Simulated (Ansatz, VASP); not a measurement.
## Two plane-wave programs on LaH

```xyz
2
Lattice="3.8656 0.0000 0.0000 -1.9328 3.3477 0.0000 0.0000 0.0000 4.4596" Properties=species:S:1:pos:R:3 pbc="T T T"
La    0.0000    0.0000    0.0000
H     0.0000    0.0000    2.2298
```

Alike in both runs: functional PBE; k mesh 6 × 6 × 6; occupations gaussian, width 0.2 eV; no spin polarisation.

Ansatz relaxed the structure, and its values are those at the end. VASP's run is a single point on that final structure, the one shown.

```csv
,VASP,Ansatz
version,VASP 6.6.1,Ansatz 0.2.0
potentials or method,"VASP PAW PBE potentials, release 64 (La, H), cutoff 500 eV","scalar-relativistic, plane waves, PAW"
valence electrons in the cell,12,12
```

|  | VASP | Ansatz | Ansatz less VASP |
| --- | --- | --- | --- |
| gap on the k mesh at the Fermi level (eV) | none | none | - |
| pressure (GPa) | 0.1 | 0.1 | +0.07 |

A gap of «none» marks a metal or a gap that the smearing closes. With one functional, cell and mesh, what is left measures potentials, basis and numerics.

Neither program's run includes spin-orbit coupling.
